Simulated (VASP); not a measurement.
# Ti12N12O in VASP: further runs

The runs below take Ti12N12O through single point, with PBE+D3(BJ).

All numbers are computed with VASP 6.6.1; they aren't measurements. Logs are shortened: lines on timing, memory, paths and dates and some standing lists are left out, and cuts for length are marked.

### Step 1. The cell of the first run

The cell holds a slab with vacuum, 25 atoms: a = 5.947 Å, b = 5.947 Å, c = 21.553 Å, α = 90.00°, β = 90.00°, γ = 90.00°.

### Step 2. Single point, PBE+D3(BJ)

INCAR reads:

```
PREC = Accurate
ENCUT = 520
EDIFF = 1E-6
ISMEAR = 0
SIGMA = 0.1
LREAL = Auto
LASPH = T
NELM = 80
ALGO = Normal
ISIF = 2
LWAVE = F
LCHARG = F
LDIPOL = T
IDIPOL = 3
DIPOL = 0.5 0.5 0.292
GGA = PE
IVDW = 12
NBANDS = 123
```

KPOINTS reads:

```
Automatic mesh
0
Gamma
  5 5 1
```

POSCAR reads:

```
Ti12N12O
1.0
    5.9473589866      0.0000000000      0.0000000000
    0.0000000000      5.9473589866      0.0000000000
    0.0000000000      0.0000000000     21.5533569335
Ti N O
12 12 1
Direct
    0.2500000000      0.2500000000      0.1855859397
    0.2500000000      0.7500000000      0.1855859397
    0.7500000000      0.2500000000      0.1855859397
    0.7500000000      0.7500000000      0.1855859397
    0.0000000000      0.0000000000      0.2814770362
    0.0000000000      0.5000000000      0.2814770362
    0.5000000000      0.0000000000      0.2814770362
    0.5000000000      0.5000000000      0.2814770362
    0.2500000000      0.2500000000      0.3733135280
    0.2500000000      0.7500000000      0.3733135280
    0.7500000000      0.2500000000      0.3733135280
    0.7500000000      0.7500000000      0.3733135280
    0.0000000000      0.0000000000      0.1855859397
    0.0000000000      0.5000000000      0.1855859397
    0.5000000000      0.0000000000      0.1855859397
    0.5000000000      0.5000000000      0.1855859397
    0.2500000000      0.2500000000      0.2799709833
    0.2500000000      0.7500000000      0.2799709833
    0.7500000000      0.2500000000      0.2799709833
    0.7500000000      0.7500000000      0.2799709833
    0.0000000000      0.0000000000      0.3829267505
    0.0000000000      0.5000000000      0.3829267505
    0.5000000000      0.0000000000      0.3829267505
    0.5000000000      0.5000000000      0.3829267505
    0.0000000000      0.0000000000      0.5360351508
```

Potentials or basis: VASP PAW PBE potentials, release 64 (Ti_sv, N, O).

On the command line:

```bash
cat potpaw_PBE.64/Ti_sv/POTCAR potpaw_PBE.64/N/POTCAR potpaw_PBE.64/O/POTCAR > POTCAR
mpirun -np 1 vasp_std > vasp.out
```

OUTCAR:

```text
PREC = Accurate
   ENCUT = 520
   EDIFF = 1E-6
   ISMEAR = 0
   LREAL = Auto
   LASPH = T
   NELM = 80
   ISIF = 2
   GGA = PE
   IVDW = 12
 IVDW          = 12

 ion  position               nearest neighbor table
   1  0.250  0.250  0.186-  17 2.03  14 2.10  15 2.10  16 2.10  13 2.10
   2  0.250  0.750  0.186-  18 2.03  14 2.10  15 2.10  16 2.10  13 2.10
   3  0.750  0.250  0.186-  19 2.03  14 2.10  15 2.10  16 2.10  13 2.10
   4  0.750  0.750  0.186-  20 2.03  14 2.10  15 2.10  16 2.10  13 2.10
   5  0.000  0.000  0.281-  13 2.07  17 2.10  18 2.10  19 2.10  20 2.10  21 2.19  11 2.89  12 2.89
                             9 2.89  10 2.89
   6  0.000  0.500  0.281-  14 2.07  17 2.10  18 2.10  19 2.10  20 2.10  22 2.19  11 2.89  12 2.89
                             9 2.89  10 2.89
   7  0.500  0.000  0.281-  15 2.07  17 2.10  18 2.10  19 2.10  20 2.10  23 2.19  11 2.89  12 2.89
                             9 2.89  10 2.89
   8  0.500  0.500  0.281-  16 2.07  17 2.10  18 2.10  19 2.10  20 2.10  24 2.19  11 2.89  12 2.89
                             9 2.89  10 2.89
   9  0.250  0.250  0.373-  17 2.01  21 2.11  22 2.11  23 2.11  24 2.11   6 2.89   7 2.89   8 2.89
                             5 2.89
  10  0.250  0.750  0.373-  18 2.01  21 2.11  22 2.11  23 2.11  24 2.11   6 2.89   7 2.89   8 2.89
                             5 2.89
  11  0.750  0.250  0.373-  19 2.01  21 2.11  22 2.11  23 2.11  24 2.11   6 2.89   7 2.89   8 2.89
                             5 2.89
  12  0.750  0.750  0.373-  20 2.01  21 2.11  22 2.11  23 2.11  24 2.11   6 2.89   7 2.89   8 2.89
                             5 2.89
  13  0.000  0.000  0.186-   5 2.07   2 2.10   3 2.10   4 2.10   1 2.10
  14  0.000  0.500  0.186-   6 2.07   2 2.10   3 2.10   4 2.10   1 2.10
  15  0.500  0.000  0.186-   7 2.07   2 2.10   3 2.10   4 2.10   1 2.10
  16  0.500  0.500  0.186-   8 2.07   2 2.10   3 2.10   4 2.10   1 2.10
  17  0.250  0.250  0.280-   9 2.01   1 2.03   6 2.10   7 2.10   8 2.10   5 2.10
  18  0.250  0.750  0.280-  10 2.01   2 2.03   6 2.10   7 2.10   8 2.10   5 2.10
  19  0.750  0.250  0.280-  11 2.01   3 2.03   6 2.10   7 2.10   8 2.10   5 2.10
  20  0.750  0.750  0.280-  12 2.01   4 2.03   6 2.10   7 2.10   8 2.10   5 2.10
  21  0.000  0.000  0.383-   9 2.11  10 2.11  11 2.11  12 2.11   5 2.19
  22  0.000  0.500  0.383-   9 2.11  10 2.11  11 2.11  12 2.11   6 2.19
  23  0.500  0.000  0.383-   9 2.11  10 2.11  11 2.11  12 2.11   7 2.19
  24  0.500  0.500  0.383-   9 2.11  10 2.11  11 2.11  12 2.11   8 2.19
  25  0.000  0.000  0.536-

  LATTYP: Found a simple tetragonal cell.
 ALAT       =     5.9473589866
 C/A-ratio  =     3.6240215165

  Lattice vectors:

 A1 = (   5.9473589866,   0.0000000000,   0.0000000000)
 A2 = (   0.0000000000,   5.9473589866,   0.0000000000)
 A3 = (   0.0000000000,   0.0000000000,  21.5533569335)

Analysis of symmetry for initial positions (statically):
[... 172 lines left out ...]
     AMIX_MAG =   1.60;   BMIX_MAG =  1.00
  volume/ion in A,a.u.               =      30.49       205.79
  Fermi-wavevector in a.u.,A,eV,Ry     =   1.065189  2.012916 15.437559  1.134629
  Thomas-Fermi vector in A             =   2.200733
   LORBIT       =      0    0 simple, 1 ext, 2 COOP (PROOUT), +10 PAW based schemes
   GGA     = PE    functional components
   LHFCALC =     F    Hartree Fock is set to
   AEXX    =    0.0000 exact exchange contribution
   IVDW    =    12    specifies the selected vdW correction
   LEPSILON=     F    determine dielectric tensor
   LRPA    =     F    only Hartree local field effects (RPA)
 non-spin polarized calculation
 Gauss-broadening in eV      SIGMA  =   0.10
  energy-cutoff  :      520.00
  volume of cell :      762.37
 maximum number of plane-waves:     20550
 NGX is ok and might be reduce to    48
   NGX = 23   NGY = 23   NGZ = 81

 dipolmoment           0.000000      0.000000     -0.105007 electrons x Angstroem

 number of electron     209.9999956 magnetization

 dipolmoment           0.000000      0.000000      0.996754 electrons x Angstroem

 Free energy of the ion-electron system (eV)
  ---------------------------------------------------
  ext. energy  EPLUGINS =         0.00000000
  ---------------------------------------------------
  free energy    TOTEN  =      -231.22910163 eV

  energy without entropy =     -231.06462170  energy(sigma->0) =     -231.14686166

 E-fermi :   0.2469     XC(G=0):  -5.0190

 val. band max:        0.2428459287   @ k =   0.2000   0.2000   0.0000
 cond. band min:       0.2539885048   @ k =   0.2000   0.2000   0.0000
 fundamental gap:      0.0111425760
 Fermi energy:         0.2468599946

 k-point     1 :       0.0000    0.0000    0.0000
  band No.  band energies     occupation
      1     -57.7242      2.00000
      2     -57.6840      2.00000
      3     -57.6840      2.00000
      4     -57.6501      2.00000
      5     -57.5850      2.00000
      6     -57.5390      2.00000
[... 709 lines left out ...]
    116       1.3596      0.00000
    117       1.3598      0.00000
 [bands above 117 left out]

------------------------ aborting loop because EDIFF is reached ----------------------------------------

 vacuum level on the upper side and lower side of the slab       (xc-potential included)         2.351        -2.660

 Edisp (eV)   -7.71828

 E8    (eV) :    -3.3910

  FORCE on cell =-STRESS in cart. coord.  units (eV):
  Direction    XX          YY          ZZ          XY          YZ          ZX
  --------------------------------------------------------------------------------------
  -------------------------------------------------------------------------------------
  Total     -15.23820   -15.23820    -1.82589     0.00000     0.00000     0.00000
  in kB     -32.02439   -32.02439    -3.83726     0.00000     0.00000     0.00000
  external pressure =      -22.63 kB  Pullay stress =        0.00 kB

 VOLUME and BASIS-vectors are now :
 -----------------------------------------------------------------------------
  energy-cutoff  :      520.00
  volume of cell :      762.37
      direct lattice vectors                 reciprocal lattice vectors
     5.947358987  0.000000000  0.000000000     0.168141860  0.000000000  0.000000000
     0.000000000  5.947358987  0.000000000     0.000000000  0.168141860  0.000000000
     0.000000000  0.000000000 21.553356934     0.000000000  0.000000000  0.046396485

 POSITION                                       TOTAL-FORCE (eV/Angst)
 -----------------------------------------------------------------------------------
      1.48684      1.48684      4.00000        -0.002099     -0.002099      1.794032
      1.48684      4.46052      4.00000        -0.002099      0.002099      1.794032
      4.46052      1.48684      4.00000         0.002099     -0.002099      1.794032
      4.46052      4.46052      4.00000         0.002099      0.002099      1.794032
      0.00000      0.00000      6.06678         0.000000      0.000000     -0.025539
      0.00000      2.97368      6.06678         0.000000      0.000000      0.015079
[... 17 lines left out ...]
      2.97368      2.97368      8.25336         0.000000      0.000000     -0.456308
      0.00000      0.00000     11.55336         0.000000     -0.000000     -0.724753
 -----------------------------------------------------------------------------------
    total drift:                                0.000000      0.000000     -0.036750

  FREE ENERGIE OF THE ION-ELECTRON SYSTEM (eV)
  ---------------------------------------------------
  free  energy   TOTEN  =      -238.9473810973 eV

  energy  without entropy=     -238.7829011712  energy(sigma->0) =     -238.86514113

 vacuum level on the upper side and lower side of the slab         7.625         2.493
```

OSZICAR:

```text
N       E                     dE             d eps       ncg     rms          rms(c)
DAV:   1     0.303669807142E+04    0.30367E+04   -0.10809E+05  1708   0.170E+03
DAV:   2     0.253764677461E+03   -0.27829E+04   -0.27102E+04  1710   0.536E+02
DAV:   3    -0.245608272152E+03   -0.49937E+03   -0.49262E+03  2177   0.213E+02
[... 38 lines left out ...]
DAV:  42    -0.231229155814E+03   -0.18732E-04   -0.24270E-04  1432   0.104E-02    0.195E-01
DAV:  43    -0.231229154163E+03    0.16510E-05   -0.13516E-05  1280   0.939E-03    0.169E-01
DAV:  44    -0.231229105488E+03    0.48674E-04   -0.44932E-05  1224   0.489E-03    0.441E-03
DAV:  45    -0.231229102140E+03    0.33482E-05   -0.20103E-06  1096   0.430E-03    0.188E-02
DAV:  46    -0.231229101626E+03    0.51411E-06   -0.17454E-06   936   0.170E-03
   1 F= -.23894738E+03 E0= -.23886514E+03  d E =-.164480E+00
```

Wall time 37 min (1 thread of Intel Xeon Platinum 8259CL at 2.50GHz (Skylake/Cascade Lake), shared host); peak memory 0.96 GiB.

What came out:

```
Free energy                : -238.9474 eV
Largest force              : 1.874 eV/Å
Band gap on the k mesh     : zero (bands 105 and 106 overlap by 0.32 eV)
Dispersion energy per atom : -0.309 eV
```

Forces in eV/Å, atoms in the order of the input:
```
Ti  -0.002 -0.002  1.794
Ti  -0.002  0.002  1.794
Ti   0.002 -0.002  1.794
Ti   0.002  0.002  1.794
Ti   0.000  0.000 -0.026
Ti   0.000  0.000  0.015
Ti   0.000  0.000  0.015
Ti   0.000  0.000  0.038
Ti  -0.120 -0.120  0.830
Ti  -0.120  0.120  0.830
Ti   0.120 -0.120  0.830
Ti   0.120  0.120  0.830
N    0.000  0.000 -1.815
N    0.000  0.000 -1.838
N    0.000  0.000 -1.838
N    0.000  0.000 -1.874
N   -0.002 -0.002 -0.067
N   -0.002  0.002 -0.067
N    0.002 -0.002 -0.067
N    0.002  0.002 -0.067
N    0.000  0.000 -0.685
N    0.000  0.000 -0.521
N    0.000  0.000 -0.521
N    0.000  0.000 -0.456
O    0.000  0.000 -0.725
```

### Step 3. Single point, PBE+D3(BJ)

INCAR reads:

```
SYSTEM = Ti12N12O
ALGO     = Normal         ! electronic algorithm
DIPOL    = 0.5 0.5 0.292
EDIFF    = 1E-6           ! SCF threshold, eV
ENCUT    = 520            ! plane-wave cutoff, eV
GGA      = PE             ! functional
IDIPOL   = 3            
ISIF     = 2              ! what is computed and relaxed
ISMEAR   = 0              ! smearing method
IVDW     = 12             ! dispersion correction
LASPH    = .True.         ! aspherical terms in the spheres
LCHARG   = .True.         ! write CHGCAR
LDIPOL   = .True.       
LELF     = .True.         ! ELF
LREAL    = Auto         
LVACPOTAV= .True.       
LVHAR    = .True.       
LWAVE    = .False.        ! write WAVECAR
NBANDS   = 123            ! bands
NELM     = 60             ! most SCF steps
PREC     = Accurate       ! precision mode
SIGMA    = 0.1            ! smearing width, eV
```

KPOINTS reads:

```
k-points
0
Gamma
  5 5 1
  0 0 0
```

Edit POSCAR of step 2 so:

```diff
@@ -32,2 +32,2 @@
     0.5000000000      0.5000000000      0.3829267505
-    0.0000000000      0.0000000000      0.5360351508
+    0.2500000000      0.2500000000      0.5360351508
```

Potentials or basis: VASP PAW PBE potentials, release 64 (Ti_sv, N, O).

On the command line:

```bash
cat potpaw_PBE.64/Ti_sv/POTCAR potpaw_PBE.64/N/POTCAR potpaw_PBE.64/O/POTCAR > POTCAR
mpirun -np 1 vasp_std > vasp.out
```

OUTCAR:

```text
SYSTEM = Ti12N12O
   EDIFF = 1E-6
   ENCUT = 520
   GGA = PE
   ISIF = 2
   ISMEAR = 0
   IVDW = 12
   LASPH = .True.
   LREAL = Auto
   NELM = 60
   PREC = Accurate
 IVDW          = 12

 ion  position               nearest neighbor table
   1  0.250  0.250  0.186-  17 2.03  14 2.10  15 2.10  16 2.10  13 2.10
[... 988 lines left out ...]
  -------------------------------------------------------------------------------------
  Total     -15.01135   -15.01135    -2.59766     0.00000    -0.00000     0.00000
  in kB     -31.54767   -31.54767    -5.45920     0.00000    -0.00000     0.00000
  external pressure =      -22.85 kB  Pullay stress =        0.00 kB

 VOLUME and BASIS-vectors are now :
 -----------------------------------------------------------------------------
  energy-cutoff  :      520.00
  volume of cell :      762.37
      direct lattice vectors                 reciprocal lattice vectors
     5.947358987  0.000000000  0.000000000     0.168141860  0.000000000  0.000000000
     0.000000000  5.947358987  0.000000000     0.000000000  0.168141860  0.000000000
     0.000000000  0.000000000 21.553356934     0.000000000  0.000000000  0.046396485

 POSITION                                       TOTAL-FORCE (eV/Angst)
 -----------------------------------------------------------------------------------
      1.48684      1.48684      4.00000        -0.000000      0.000000      1.711046
      1.48684      4.46052      4.00000        -0.000000      0.000000      1.812754
      4.46052      1.48684      4.00000        -0.000000      0.000000      1.812754
      4.46052      4.46052      4.00000        -0.000000     -0.000000      1.847404
      0.00000      0.00000      6.06678        -0.008696     -0.008696      0.016822
      0.00000      2.97368      6.06678        -0.008696      0.008696      0.016822
[... 17 lines left out ...]
      2.97368      2.97368      8.25336         0.053289      0.053289     -0.577444
      1.48684      1.48684     11.55336        -0.000000      0.000000     -0.950970
 -----------------------------------------------------------------------------------
    total drift:                               -0.000000     -0.000000     -0.036412

  FREE ENERGIE OF THE ION-ELECTRON SYSTEM (eV)
  ---------------------------------------------------
  free  energy   TOTEN  =      -239.0540692164 eV

  energy  without entropy=     -238.8927738795  energy(sigma->0) =     -238.97342155

 vacuum level on the upper side and lower side of the slab         7.763         2.640
```

It took 37 min on 1 thread of Intel Xeon Platinum 8259CL at 2.50GHz (Skylake/Cascade Lake), shared host; peak memory 0.97 GiB.

What came out:

* Free energy: -239.0541 eV
* Largest force: 1.847 eV/Å
* Band gap on the k mesh: zero (bands 105 and 106 overlap by 0.31 eV)
* Dispersion energy per atom: -0.309 eV

Forces on the atoms (eV/Å):
```
Ti   0.000  0.000  1.711
Ti   0.000  0.000  1.813
Ti   0.000  0.000  1.813
Ti   0.000  0.000  1.847
Ti  -0.009 -0.009  0.017
Ti  -0.009  0.009  0.017
Ti   0.009 -0.009  0.017
Ti   0.009  0.009  0.017
Ti   0.000  0.000  1.634
Ti   0.000  0.000  0.744
Ti   0.000  0.000  0.744
Ti   0.000  0.000  0.583
N    0.000  0.000 -1.847
N    0.000  0.000 -1.847
N    0.000  0.000 -1.847
N    0.000  0.000 -1.847
N    0.000  0.000 -0.113
N    0.000  0.000 -0.064
N    0.000  0.000 -0.064
N    0.000  0.000 -0.067
N   -0.053 -0.053 -0.577
N   -0.053  0.053 -0.577
N    0.053 -0.053 -0.577
N    0.053  0.053 -0.577
O    0.000  0.000 -0.951
```

Levels at points of the mesh, in eV from the Fermi level:
| k point | band 103 | band 104 | band 105 | band 106 | band 107 | band 108 |
| --- | --- | --- | --- | --- | --- | --- |
| (0.00, 0.00, 0.00) | -0.19 | -0.03 | -0.03 | 0.03 | 0.03 | 0.04 |

The gap in the log of VASP goes by the Fermi energy; the results here count the filled bands.